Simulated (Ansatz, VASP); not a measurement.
# Two plane-wave programs on C

File INCAR:

```
SYSTEM = C
PREC = Accurate
ENCUT = 520
EDIFF = 1E-7
ISMEAR = -1
SIGMA = 0.1
LREAL = .False.
LASPH = .True.
NELM = 100
ALGO = Normal
ISIF = 2
LWAVE = .False.
LCHARG = .False.
NBANDS = 16
```

The input KPOINTS:

```
Automatic mesh
0
Gamma
  3 3 1
  0 0 0
```

File POSCAR:

```
C
1.0
    2.4561140000      0.0000000000      0.0000000000
   -1.2280744483      2.1270470447      0.0000000000
    0.0000000000      0.0000000000      7.1732680000
C
4
Direct
    0.0833790000      0.9166210000      0.7531380000
    0.5833790000      0.4166210000      0.2468620000
    0.9166210000      0.0833790000      0.2468620000
    0.4166210000      0.5833790000      0.7531380000
```

Input for Ansatz:

```yaml
crystal:
  lattice:
    a: 2.456114
    b: 2.456114
    c: 7.173268
    alpha: 90.0
    beta: 90.0
    gamma: 120.00047
  atoms:
    - { symbol: C, position: [0.083379, 0.916621, 0.753138] }
    - { symbol: C, position: [0.583379, 0.416621, 0.246862] }
    - { symbol: C, position: [0.916621, 0.083379, 0.246862] }
    - { symbol: C, position: [0.416621, 0.583379, 0.753138] }
kpoints:
  mp_grid:
    grid: [3, 3, 1]
hamiltonian:
  xc: lda
scf:
  occupations:
    method: fermi_dirac
    width: 0.1
output:
  forces: true
  stress: true
```

Alike in both runs: task single point; functional LDA; k mesh 3 × 3 × 1; occupations fermi-dirac, width 0.1 eV; no spin polarisation.

```csv
,VASP,Ansatz
version,VASP 6.6.1,Ansatz 0.2.0
potentials or method,"VASP PAW LDA potentials, release 64 (C)","plane waves, PAW"
plane-wave cutoff (eV),520,420
valence electrons in the cell,16,16
```

Ansatz gave:

| Item | Value |
| --- | --- |
| pressure (GPa) | -2.1 |
| traceless stress, the component that is largest in VASP (GPa) | -1.79 |
| rms of the force components (eV/Å) | 0.014 |

**Question.** Estimate VASP's values.

**Answer.** Pressure (GPa): -1.3; traceless stress, the component that is largest in VASP (GPa): -2.68; rms of the force components (eV/Å): 0.015.

LDA's correlation is that of Perdew and Zunger in VASP and of Perdew and Wang (1992) in Ansatz. Atom by atom the forces differ by 0.000 eV/Å (rms over components).

The k mesh is coarse, so the values compare programs but aren't converged.
